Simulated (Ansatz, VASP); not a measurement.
ZrPb2O4 in VASP and in Ansatz

File INCAR:

```
PREC     = Accurate       # precision mode
ENCUT    = 520            # plane-wave cutoff, eV
EDIFF    = 1E-6           # SCF threshold, eV
ISMEAR   = 0              # smearing method
SIGMA    = 0.02           # smearing width, eV
LREAL    = F              # projectors in reciprocal space
LASPH    = T              # aspherical terms in the spheres
NELM     = 80             # most SCF steps
ALGO     = Normal         # electronic algorithm
ISIF     = 2              # what is computed and relaxed
LWAVE    = F              # write WAVECAR
LCHARG   = T              # write CHGCAR
GGA      = PE             # functional
LELF     = T              # ELF
LVHAR    = T            
NBANDS   = 77             # bands
```

KPOINTS

```
regular mesh
0
Gamma
  6 6 6
```

File POSCAR:

```
ZrPb2O4
1.0
    2.9284334049     -6.4425230538      0.0000000000
    2.9284334049      6.4425230538      0.0000000000
    0.0000000000      0.0000000000      5.9931729578
Zr Pb O
2 4 8
Direct
    0.5000000000      0.5000000000      0.5000000000
    0.0000000000      0.0000000000      0.0000000000
    0.6525381036      0.3474618964      0.9728236686
    0.1525381036      0.8474618964      0.5271763314
    0.8474618964      0.1525381036      0.4728236686
    0.3474618964      0.6525381036      0.0271763314
    0.2327274568      0.2672725432      0.7500000000
    0.7672725432      0.7327274568      0.2500000000
    0.2672725432      0.2327274568      0.2500000000
    0.7327274568      0.7672725432      0.7500000000
    0.6634786090      0.3365213910      0.5687905734
    0.1634786090      0.8365213910      0.9312094266
    0.8365213910      0.1634786090      0.0687905734
    0.3365213910      0.6634786090      0.4312094266
```

Input for Ansatz:

```yaml
crystal:
  lattice:
    - [2.9284334049, -6.4425230538, 0.0]
    - [2.9284334049, 6.4425230538, 0.0]
    - [0.0, 0.0, 5.9931729578]
  atoms:
    - { symbol: Zr, position: [0.5, 0.5, 0.5] }
    - { symbol: Zr, position: [0.0, 0.0, 0.0] }
    - { symbol: Pb, position: [0.6525381036, 0.3474618964, 0.9728236686] }
    - { symbol: Pb, position: [0.1525381036, 0.8474618964, 0.5271763314] }
    - { symbol: Pb, position: [0.8474618964, 0.1525381036, 0.4728236686] }
    - { symbol: Pb, position: [0.3474618964, 0.6525381036, 0.0271763314] }
    - { symbol: O, position: [0.2327274568, 0.2672725432, 0.75] }
    - { symbol: O, position: [0.7672725432, 0.7327274568, 0.25] }
    - { symbol: O, position: [0.2672725432, 0.2327274568, 0.25] }
    - { symbol: O, position: [0.7327274568, 0.7672725432, 0.75] }
    - { symbol: O, position: [0.663478609, 0.336521391, 0.5687905734] }
    - { symbol: O, position: [0.163478609, 0.836521391, 0.9312094266] }
    - { symbol: O, position: [0.836521391, 0.163478609, 0.0687905734] }
    - { symbol: O, position: [0.336521391, 0.663478609, 0.4312094266] }
basis:
  ecutwfc: 420
kpoints:
  mp_grid: { grid: [6, 6, 6] }
  band_path:
    path:
      - [[0.0, 0.0, 0.0], [-0.5, 0.5, 0.0], [-0.30165338, 0.69834662, 0.0]]
      - [[0.30165338, 0.30165338, 0.0], [0.0, 0.0, 0.0], [0.0, 0.0, 0.5], [0.30165338, 0.30165338, 0.5]]
      - [[-0.30165338, 0.69834662, 0.5], [-0.5, 0.5, 0.5], [-0.5, 0.5, 0.0]]
      - [[0.0, 0.0, 0.0], [0.0, 0.5, 0.0], [0.0, 0.5, 0.5], [0.0, 0.0, 0.5], [-0.5, 0.5, 0.5]]
    npoints: 10
hamiltonian:
  xc: pbe
scf:
  occupations: { method: gaussian, width: 0.02 }
  n_extra_bands: 35
output:
  forces: true
  stress: true
  eigenvalues: true
  populations: true
  dos: { projected: true, de: 0.02, nscf_kmesh: { grid: [9, 9, 9] } }
  bader: false
  write_density: true
  write_potential: true
  elf: true
  volumetric_format: npy
```

Alike in both runs: task single point; functional PBE; k mesh 6 × 6 × 6; occupations gaussian, width 0.02 eV; no spin polarisation.

|  | VASP | Ansatz |
| --- | --- | --- |
| version | VASP 6.6.1 | Ansatz 0.2.0 |
| potentials or method | VASP PAW PBE potentials, release 64 (Zr_sv, Pb_d, O), cutoff 520 eV | scalar-relativistic, plane waves, PAW |
| valence electrons in the cell | 128 | 128 |

```tsv
	VASP	Ansatz	Ansatz less VASP
gap on the k mesh at the Fermi level (eV)	2.18	2.19	+0.002
least direct gap on the mesh (eV)	2.18	2.19	+0.002
pressure (GPa)	0.1	0.0	-0.05
traceless stress, the component that is largest in VASP (GPa)	0.06	0.01	-0.052
rms of the force components (eV/Å)	0.007	0.000	-0.0071
```

Atom by atom the forces differ by 0.007 eV/Å (rms over components).

Neither program's run includes spin-orbit coupling.
